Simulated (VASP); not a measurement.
# Mn (P6_3/mmc) in VASP: further runs

The runs below take Mn through single point, with PBE, PBEsol.

Everything below comes from runs of VASP 6.6.1. Logs are shortened: lines on timing, memory, paths and dates and some standing lists are left out, and cuts for length are marked.

## Step 1: The cell of the first run

It takes space group P6_3/mmc (No. 194, hexagonal). Conventional cell: a = 2.484 Å, b = 2.484 Å, c = 4.026 Å, α = 90.00°, β = 90.00°, γ = 120.00°. Within 3.3 Å of Mn (site symmetry -6m2) lie 12 Mn at 2.47 to 2.48 Å.

## Step 2: Single point, PBE, collinear spin, ferromagnetic start

Contents of INCAR:

```
SYSTEM = Mn
  PREC = Accurate
  ENCUT = 520
  EDIFF = 1E-7
  ISMEAR = -1
  SIGMA = 0.05
  LREAL = .False.
  LASPH = .True.
  NELM = 150
  ALGO = Normal
  ISIF = 2
  LWAVE = .False.
  LCHARG = .False.
  ISPIN = 2
  MAGMOM = 8 8
  LORBIT = 11
  NUPDOWN = 16.0
  LMAXMIX = 4
  GGA = PE
  NBANDS = 24
```

Contents of KPOINTS:

```
Automatic mesh
0
Gamma
  10 10 6
  0 0 0
```

Contents of POSCAR:

```
Mn
1.0
    2.4836457705      0.0000000000      0.0000000000
   -1.2418228853      2.1509003313      0.0000000000
    0.0000000000      0.0000000000      4.0261950000
Mn
2
Direct
    0.3333333333      0.6666666667      0.2500000000
    0.6666666667      0.3333333333      0.7500000000
```

Potentials or basis: VASP PAW PBE potentials, release 64 (Mn_pv).

Launch:

```
$ cat potpaw_PBE.64/Mn_pv/POTCAR > POTCAR
$ mpirun -np 1 vasp_std > vasp.out
```

OUTCAR:

```text
SYSTEM = Mn
   PREC = Accurate
   ENCUT = 520
   EDIFF = 1E-7
   ISMEAR = -1
   LREAL = .False.
   LASPH = .True.
   NELM = 150
   ISIF = 2
   ISPIN = 2
   LORBIT = 11
   NUPDOWN = 16.0
   GGA = PE

 ion  position               nearest neighbor table
   1  0.333  0.667  0.250-   2 2.47   2 2.47   2 2.47   2 2.47   2 2.47   2 2.47
   2  0.667  0.333  0.750-   1 2.47   1 2.47   1 2.47   1 2.47   1 2.47   1 2.47

  LATTYP: Found a hexagonal cell.
 ALAT       =     2.4836457705
 C/A-ratio  =     1.6210826229

  Lattice vectors:

 A1 = (   2.4836457705,   0.0000000000,   0.0000000000)
 A2 = (  -1.2418228853,   2.1509003313,   0.0000000000)
 A3 = (   0.0000000000,   0.0000000000,   4.0261950000)

Analysis of symmetry for initial positions (statically):
=====================================================================
 Subroutine PRICEL returns:
 Original cell was already a primitive cell.

 Routine SETGRP: Setting up the symmetry group for a
 hexagonal supercell.

 Subroutine GETGRP returns: Found 24 space group operations
 (whereof 12 operations were pure point group operations)
 out of a pool of 24 trial point group operations.

The static configuration has the point symmetry D_3d.
 The point group associated with its full space group is D_6h.

Analysis of symmetry for dynamics (positions and initial velocities):
=====================================================================
 Subroutine PRICEL returns:
 Original cell was already a primitive cell.

 Routine SETGRP: Setting up the symmetry group for a
 hexagonal supercell.

 Subroutine GETGRP returns: Found 24 space group operations
 (whereof 12 operations were pure point group operations)
 out of a pool of 24 trial point group operations.

The dynamic configuration has the point symmetry D_3d.
 The point group associated with its full space group is D_6h.

Analysis of structural, dynamic, and magnetic symmetry:
=====================================================================
 Subroutine PRICEL returns:
 Original cell was already a primitive cell.

 Routine SETGRP: Setting up the symmetry group for a
 hexagonal supercell.

 Subroutine GETGRP returns: Found 24 space group operations
 (whereof 12 operations were pure point group operations)
 out of a pool of 24 trial point group operations.

The overall configuration has the point symmetry D_3d.
 The point group associated with its full space group is D_6h.

 Subroutine INISYM returns: Found 24 space group operations
 (whereof 12 operations are pure point group operations),
 and found     1 'primitive' translations

----------------------------------------------------------------------------------------

                                     Primitive cell

  volume of cell :      21.5082

  direct lattice vectors                    reciprocal lattice vectors
     2.483645770  0.000000000  0.000000000     0.402633907  0.232460795  0.000000000
    -1.241822885  2.150900331  0.000000000     0.000000000  0.464921589  0.000000000
     0.000000000  0.000000000  4.026195000     0.000000000  0.000000000  0.248373464

  length of vectors
     2.483645770  2.483645771  4.026195000     0.464921589  0.464921589  0.248373464

  position of ions in fractional coordinates (direct lattice)
     0.333333333  0.666666667  0.250000000
     0.666666667  0.333333333  0.750000000

  ion indices of the primitive-cell ions
   primitive index   ion index
                 1           1
                 2           2

----------------------------------------------------------------------------------------

 KPOINTS: Automatic mesh

Automatic generation of k-mesh.
 Grid dimensions read from file:
 generate k-points for:   10   10    6

 Generating k-lattice:

  Cartesian coordinates                     Fractional coordinates (reciprocal lattice)
     0.040263391  0.023246079  0.000000000     0.100000000  0.000000000  0.000000000
     0.000000000  0.046492159  0.000000000     0.000000000  0.100000000  0.000000000
     0.000000000  0.000000000  0.041395577     0.000000000  0.000000000  0.166666667

  Length of vectors
     0.046492159  0.046492159  0.041395577

  Shift w.r.t. Gamma in fractional coordinates (k-lattice)
     0.000000000  0.000000000  0.000000000

 Subroutine IBZKPT returns following result:
 ===========================================

 Found     56 irreducible k-points:

 Following reciprocal coordinates:
            Coordinates               Weight
  0.000000  0.000000  0.000000      1.000000
  0.100000  0.000000  0.000000      6.000000
  0.200000  0.000000  0.000000      6.000000
  0.300000  0.000000  0.000000      6.000000
  0.400000  0.000000  0.000000      6.000000
  0.500000  0.000000  0.000000      3.000000
[... 16 lines left out ...]
  0.300000  0.100000  0.166667     24.000000
  0.400000  0.100000  0.166667     24.000000
 [... further k-points ...]
   k-points           NKPTS =     56   k-points in BZ     NKDIM =     56   number of bands    NBANDS=     24
   number of dos      NEDOS =    301   number of ions     NIONS =      2
   total plane-waves  NPLWV =   9720
   dimension x,y,z NGX =    18 NGY =   18 NGZ =   30
   dimension x,y,z NGXF=    36 NGYF=   36 NGZF=   60
   ions per type =               2
   NGX,Y,Z   is equivalent  to a cutoff of  12.05, 12.05, 12.39 a.u.
   NGXF,Y,Z  is equivalent  to a cutoff of  24.10, 24.10, 24.77 a.u.
 SYSTEM =  Mn
   PREC   = accura    normal or accurate (medium, high low for compatibility)
   ISTART =      0    job   : 0-new  1-cont  2-samecut
   ICHARG =      2    charge: 1-file 2-atom 10-const
   ISPIN  =      2    spin polarized calculation?
   LNONCOLLINEAR =      F non collinear calculations
   LSORBIT =      F    spin-orbit coupling
   LASPH  =      T    aspherical Exc in radial PAW
   ENCUT  =  520.0 eV  38.22 Ry    6.18 a.u.   4.62  4.62  7.49*2*pi/ulx,y,z
   NELM   =    150;   NELMIN=  2; NELMDL= -5     # of ELM steps
   EDIFF  = 0.1E-06   stopping-criterion for ELM
   LREAL  =      F    real-space projection
   EDIFFG = 0.1E-05   stopping-criterion for IOM
   NSW    =      0    number of steps for IOM
   IBRION =     -1    ionic relax: 0-MD 1-quasi-New 2-CG
   NFREE  =      0    steps in history (QN), initial steepest desc. (CG)
   ISIF   =      2    stress and relaxation
   ISYM   =      2    0-nonsym 1-usesym 2-fastsym
   POTIM  = 0.5000    time-step for ionic-motion
   TEBEG  =    0.0;   TEEND  =   0.0 temperature during run
   PSTRESS=    0.0 pullay stress
   NELECT =      26.0000    total number of electrons
   NUPDOWN=      16.0000    fix difference up-down
   EMIN   =  10.00;   EMAX   =-10.00  energy-range for DOS
   EFERMI =   0.00;   METHOD = LEGACY
   ISMEAR =    -1;   SIGMA  =   0.05  broadening in eV -4-tet -1-fermi 0-gaus
   EFERMI_NEDOS =   21; number of points for ismear=-14 and -15
   IALGO  =     38    algorithm
   IMIX   =      4    mixing-type and parameters
     AMIX     =   0.40;   BMIX     =  1.00
     AMIX_MAG =   1.60;   BMIX_MAG =  1.00
  volume/ion in A,a.u.               =      10.75        72.57
  Fermi-wavevector in a.u.,A,eV,Ry     =   1.743938  3.295565 41.379665  3.041320
  Thomas-Fermi vector in A             =   2.815914
   LORBIT       =     11    0 simple, 1 ext, 2 COOP (PROOUT), +10 PAW based schemes
   GGA     = PE    functional components
   LHFCALC =     F    Hartree Fock is set to
   AEXX    =    0.0000 exact exchange contribution
   IVDW    =     0    specifies the selected vdW correction
   LEPSILON=     F    determine dielectric tensor
   LRPA    =     F    only Hartree local field effects (RPA)
 spin polarized calculation
  energy-cutoff  :      520.00
  volume of cell :       21.51
 maximum number of plane-waves:       588
   NGX =  9   NGY =  9   NGZ = 15

 number of electron      26.0000028 magnetization      16.0000015

 Free energy of the ion-electron system (eV)
  ---------------------------------------------------
  ext. energy  EPLUGINS =         0.00000000
  ---------------------------------------------------
  free energy    TOTEN  =        72.75666433 eV

  energy without entropy =       72.84042798  energy(sigma->0) =       72.79854616

 E-fermi : -33.3016     XC(G=0): -13.8156

 val. band max:       25.5535124603   @ k =   0.1000   0.1000   0.5000
 cond. band min:     -33.3015316616   @ k =   0.2000   0.0000   0.5000
 fundamental gap:    -58.8550441219
 Fermi energy:        25.5565193062

 spin component 1

 k-point     1 :       0.0000    0.0000    0.0000
  band No.  band energies     occupation
      1     -40.5627      1.00000
      2     -39.8970      1.00000
      3     -39.8970      1.00000
      4     -39.8178      1.00000
      5     -39.7961      1.00000
      6     -39.7961      1.00000
[... 16 lines left out ...]
     23      34.6499      0.00000
     24      34.6499      0.00000
[... 598 lines left out ...]
      2     -40.3444      1.00000
      3     -40.1825      1.00000
      4     -40.0680      1.00000
      5     -39.9843      1.00000
      6     -39.9246      1.00000
[... 16 lines left out ...]
     23      26.7115      0.00000
     24      28.5430      0.00000

 [... further k-points ...]

 spin component 2

 k-point     1 :       0.0000    0.0000    0.0000
  band No.  band energies     occupation
      1     -34.0224      1.00000
      2     -33.3076      0.53014
      3     -33.3076      0.53002
      4     -33.1954      0.10674
      5     -33.1953      0.10669
      6     -33.1828      0.08508
[... 16 lines left out ...]
     23      39.3352      0.00000
     24      39.3353      0.00000
[... 598 lines left out ...]
      2     -33.8095      0.99996
      3     -33.6005      0.99747
      4     -33.4972      0.98039
      5     -33.3796      0.82654
      6     -33.3319      0.64722
[... 16 lines left out ...]
     23      31.6371      0.00000
     24      33.4851      0.00000

 [... further k-points ...]
[... 5 lines left out ...]
  --------------------------------------------------------------------------------------
  -------------------------------------------------------------------------------------
  Total       61.2144863     61.2144863     60.0755741     -0.0000000      0.0000000     -0.0000000
  in kB     4559.9496322   4559.9496324   4475.1105205     -0.0000001      0.0000000     -0.0000000
  external PRESSURE =    4531.6699284 kB  Pullay stress =       0.0000000 kB

 VOLUME and BASIS-vectors are now :
 -----------------------------------------------------------------------------
  energy-cutoff  :      520.00
  volume of cell :       21.51
      direct lattice vectors                 reciprocal lattice vectors
     2.483645770  0.000000000  0.000000000     0.402633907  0.232460795  0.000000000
    -1.241822885  2.150900331  0.000000000     0.000000000  0.464921589  0.000000000
     0.000000000  0.000000000  4.026195000     0.000000000  0.000000000  0.248373464

 POSITION                                       TOTAL-FORCE (eV/Angst)
 -----------------------------------------------------------------------------------
     -0.00000      1.43393      1.00655        -0.000000      0.000000      0.000000
      1.24182      0.71697      3.01965         0.000000     -0.000000      0.000000
 -----------------------------------------------------------------------------------
    total drift:                               -0.000000      0.000000      0.000000

  FREE ENERGIE OF THE ION-ELECTRON SYSTEM (eV)
  ---------------------------------------------------
  free  energy   TOTEN  =        72.7566643316 eV

  energy  without entropy=       72.8404279814  energy(sigma->0) =       72.79854616

 total charge

# of ion       s       p       d       tot
------------------------------------------
    1        0.473   6.377   5.143  11.994
    2        0.473   6.377   5.143  11.994
--------------------------------------------------
tot          0.947  12.755  10.286  23.987

 magnetization (x)

# of ion       s       p       d       tot
------------------------------------------
    1        0.473   1.411   5.141   7.025
    2        0.473   1.411   5.141   7.025
--------------------------------------------------
tot          0.945   2.821  10.283  14.049
```

Wall time 32 s (1 thread of Intel Xeon 6975P-C (Granite Rapids), shared host); peak memory 0.15 GiB.

Results:

```yaml
Free_energy: 72.7567 eV
Pressure: 453.2 GPa
Net_moment: 16.00 μB per cell
Site_moments: Mn +7.03 μB
Valence_electrons_inside_the_program's_atomic_spheres: Mn 11.99
```

Caveat: the total moment is fixed, so each spin has its own Fermi level.

## Step 3: Single point, PBE, collinear spin, antiferromagnetic start

Contents of INCAR:

```
  PREC = Accurate
  ENCUT = 520
  EDIFF = 1E-6
  ISMEAR = -1
  SIGMA = 0.05
  LREAL = False
  LASPH = True
  NELM = 150
  ALGO = Normal
  ISIF = 2
  LWAVE = False
  LCHARG = False
  ISPIN = 2
  MAGMOM = 4 -4
  LORBIT = 11
  LMAXMIX = 4
  GGA = PE
  NBANDS = 24
```

Contents of KPOINTS:

```
regular mesh
0
Gamma
  12 12 7
```

POSCAR is that of step 2.

Potentials or basis: VASP PAW PBE potentials, release 64 (Mn_pv).

Launch:

```
$ cat potpaw_PBE.64/Mn_pv/POTCAR > POTCAR
$ mpirun -np 1 vasp_std > vasp.out
```

OUTCAR:

```text
PREC = Accurate
   ENCUT = 520
   EDIFF = 1E-6
   ISMEAR = -1
   LREAL = False
   LASPH = True
   NELM = 150
   ISIF = 2
   ISPIN = 2
   LORBIT = 11
   GGA = PE

 ion  position               nearest neighbor table
   1  0.333  0.667  0.250-   2 2.47   2 2.47   2 2.47   2 2.47   2 2.47   2 2.47
   2  0.667  0.333  0.750-   1 2.47   1 2.47   1 2.47   1 2.47   1 2.47   1 2.47

  LATTYP: Found a hexagonal cell.
 ALAT       =     2.4836457705
 C/A-ratio  =     1.6210826229

  Lattice vectors:

[... 1515 lines left out ...]
  external PRESSURE =      -5.6856724 kB  Pullay stress =       0.0000000 kB

 VOLUME and BASIS-vectors are now :
 -----------------------------------------------------------------------------
  energy-cutoff  :      520.00
  volume of cell :       21.51
      direct lattice vectors                 reciprocal lattice vectors
     2.483645770  0.000000000  0.000000000     0.402633907  0.232460795  0.000000000
    -1.241822885  2.150900331  0.000000000     0.000000000  0.464921589  0.000000000
     0.000000000  0.000000000  4.026195000     0.000000000  0.000000000  0.248373464

 POSITION                                       TOTAL-FORCE (eV/Angst)
 -----------------------------------------------------------------------------------
     -0.00000      1.43393      1.00655         0.000000      0.000000      0.000000
      1.24182      0.71697      3.01965        -0.000000      0.000000      0.000000
 -----------------------------------------------------------------------------------
    total drift:                               -0.000000      0.000000     -0.000000

  FREE ENERGIE OF THE ION-ELECTRON SYSTEM (eV)
  ---------------------------------------------------
  free  energy   TOTEN  =       -17.8995626902 eV

  energy  without entropy=      -17.8782503729  energy(sigma->0) =      -17.88890653

 total charge

# of ion       s       p       d       tot
------------------------------------------
    1        0.427   6.400   5.157  11.984
    2        0.427   6.400   5.157  11.984
--------------------------------------------------
tot          0.853  12.799  10.315  23.968

 magnetization (x)

# of ion       s       p       d       tot
------------------------------------------
    1        0.003   0.005   0.365   0.373
    2       -0.003  -0.005  -0.365  -0.373
--------------------------------------------------
tot          0.000   0.000   0.000   0.000
```

It took 50 s on 1 thread of Intel Xeon 6975P-C (Granite Rapids), shared host; peak memory 0.17 GiB.

What came out:

```yaml
Free_energy: -17.8996 eV
Pressure: -0.6 GPa
Band_gap_on_the_k_mesh: zero (filled and empty bands overlap)
Net_moment: 0.00 μB per cell
Site_moments: Mn +0.37, -0.37 μB
Valence_electrons_inside_the_program's_atomic_spheres: Mn 11.98
```

Levels at points of the mesh, in eV from the Fermi level:
Spin up:
| k point | band 9 | band 10 | band 11 | band 12 | band 13 | band 14 | band 15 | band 16 | band 17 | band 18 |
| --- | --- | --- | --- | --- | --- | --- | --- | --- | --- | --- |
| (0.00, 0.00, 0.00) | -0.97 | -0.97 | -0.96 | -0.43 | -0.43 | 0.03 | 0.03 | 0.72 | 1.66 | 1.66 |
| (0.50, 0.00, 0.00) | -3.67 | -1.33 | -1.15 | -0.91 | -0.41 | 1.74 | 1.99 | 2.12 | 3.59 | 5.69 |
Spin down:
| k point | band 10 | band 11 | band 12 | band 13 | band 14 | band 15 | band 16 | band 17 |
| --- | --- | --- | --- | --- | --- | --- | --- | --- |
| (0.00, 0.00, 0.00) | -0.97 | -0.96 | -0.43 | -0.43 | 0.03 | 0.03 | 0.72 | 1.66 |
| (0.50, 0.00, 0.00) | -1.33 | -1.15 | -0.91 | -0.41 | 1.74 | 1.99 | 2.12 | 3.59 |

Caveat: the moment fell far below its start of 4 μB, so a state of higher moment may lie lower in energy.

## Step 4: Single point, PBE, collinear spin, ferromagnetic start

Contents of INCAR:

```
SYSTEM = Mn
  ALGO = Fast
  EDIFF = 1E-6
  ENCUT = 520
  GGA = PE
  ISIF = 2
  ISMEAR = -1
  ISPIN = 2
  LASPH = .True.
  LCHARG = .True.
  LELF = .True.
  LMAXMIX = 4
  LORBIT = 11
  LREAL = .False.
  LVHAR = .True.
  LWAVE = .False.
  MAGMOM = -1.33 -1.45
  NBANDS = 24
  NELM = 150
  PREC = Accurate
  SIGMA = 0.05
```

Contents of KPOINTS:

```
k-points
0
Gamma
  12 12 7
  0 0 0
```

POSCAR is that of step 3.

Launch:

```
$ cat potpaw_PBE.64/Mn_pv/POTCAR > POTCAR
$ mpirun -np 1 vasp_std > vasp.out
```

Run time: 35 s. Hardware: 1 thread of Intel Xeon 6975P-C (Granite Rapids), shared host; peak memory 0.16 GiB.

The run converged. Its results:

```
Free energy                                           : -17.8987 eV
Pressure                                              : -1.3 GPa
Band gap on the k mesh                                : zero (filled and empty bands overlap)
Net moment                                            : 0.00 μB per cell
Site moments                                          : Mn +0.04, -0.04 μB
Valence electrons inside the program's atomic spheres : Mn 11.98
```

Stress tensor (GPa, compression positive):
```
-1.18  0.00  0.00
 0.00 -1.18  0.00
 0.00  0.00 -1.59
```

Levels at points of the mesh, in eV from the Fermi level:
Spin up:
```csv
k point,band 9,band 10,band 11,band 12,band 13,band 14,band 15,band 16,band 17,band 18
"(0.00, 0.00, 0.00)",-0.97,-0.94,-0.94,-0.47,-0.47,0.06,0.06,0.72,1.61,1.61
"(0.50, 0.00, 0.00)",-3.66,-1.33,-1.14,-0.93,-0.42,1.82,1.96,2.03,3.58,5.69
```
Spin down:
| k point | band 11 | band 12 | band 13 | band 14 | band 15 | band 16 |
| --- | --- | --- | --- | --- | --- | --- |
| (0.00, 0.00, 0.00) | -0.94 | -0.47 | -0.47 | 0.06 | 0.06 | 0.72 |
| (0.50, 0.00, 0.00) | -1.14 | -0.93 | -0.42 | 1.82 | 1.96 | 2.03 |

[end of part 1 of 2]
